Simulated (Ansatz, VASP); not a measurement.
# WC: VASP beside Ansatz

The input POSCAR:

```
WC
1.0
    0.0000000000      2.0830498000      2.1926840000
    2.0830498000      0.0000000000      2.1926840000
    2.0830498000      2.0830498000      0.0000000000
W C
1 1
Direct
    0.0000000000      0.0000000000      0.0000000000
    0.5000000000      0.5000000000      0.5000000000
```

Contents of INCAR.step1:

```
PREC = Accurate
ENCUT = 520
ISMEAR = 0
SIGMA = 0.15
LREAL = F
LASPH = T
NELM = 100
NBANDS = 16
GGA = PE
ALGO = Normal
EDIFF = 1E-4
LWAVE = T
LCHARG = F
```

The input INCAR.step2:

```
PREC = Accurate
ENCUT = 520
EDIFF = 1E-6
ISMEAR = 0
SIGMA = 0.15
LREAL = F
LASPH = T
NELM = 100
ALGO = Normal
ISIF = 2
LWAVE = F
LCHARG = T
METAGGA = R2SCAN
LMIXTAU = T
LELF = T
LVHAR = T
NBANDS = 16
ISTART = 1
```

KPOINTS

```
Automatic mesh
0
Gamma
  18 18 18
```

Input for Ansatz:

```yaml
crystal:
  lattice:
    - [0.0, 2.0830498, 2.192684]
    - [2.0830498, 0.0, 2.192684]
    - [2.0830498, 2.0830498, 0.0]
  atoms:
    - { symbol: W, position: [0.0, 0.0, 0.0] }
    - { symbol: C, position: [0.5, 0.5, 0.5] }
basis:
  ecutwfc: 500
kpoints:
  mp_grid: { grid: [18, 18, 18] }
hamiltonian:
  xc: r2scan
scf:
  occupations: { method: gaussian, width: 0.15 }
output:
  forces: true
  stress: true
  eigenvalues: true
```

Change from the starting cell: strain -0.050 along x and y, +0.000 along z, atoms carried along.

Alike in both runs: task single point; functional r2SCAN; k mesh 18 × 18 × 18; occupations gaussian, width 0.15 eV; no spin polarisation.

|  | VASP | Ansatz |
| --- | --- | --- |
| version | VASP 6.6.1 | Ansatz 0.2.0 |
| potentials or method | VASP PAW PBE potentials, release 64 (W_sv, C), cutoff 520 eV | scalar-relativistic, plane waves, PAW |
| valence electrons in the cell | 18 | 18 |

|  | VASP | Ansatz | Ansatz less VASP |
| --- | --- | --- | --- |
| gap on the k mesh at the Fermi level (eV) | none | none | - |
| pressure (GPa) | 45.8 | 43.4 | -2.40 |
| traceless stress, the component that is largest in VASP (GPa) | -28.14 | -28.03 | +0.103 |

VASP's potentials were made for PBE, not for r2SCAN. A gap of «none» marks a metal or a gap that the smearing closes. Both programs put the cell under a high pressure, so it lies far from rest at this level. The functional is the same, so the differences come from potentials, cutoffs and numerics.

Neither program's run includes spin-orbit coupling.
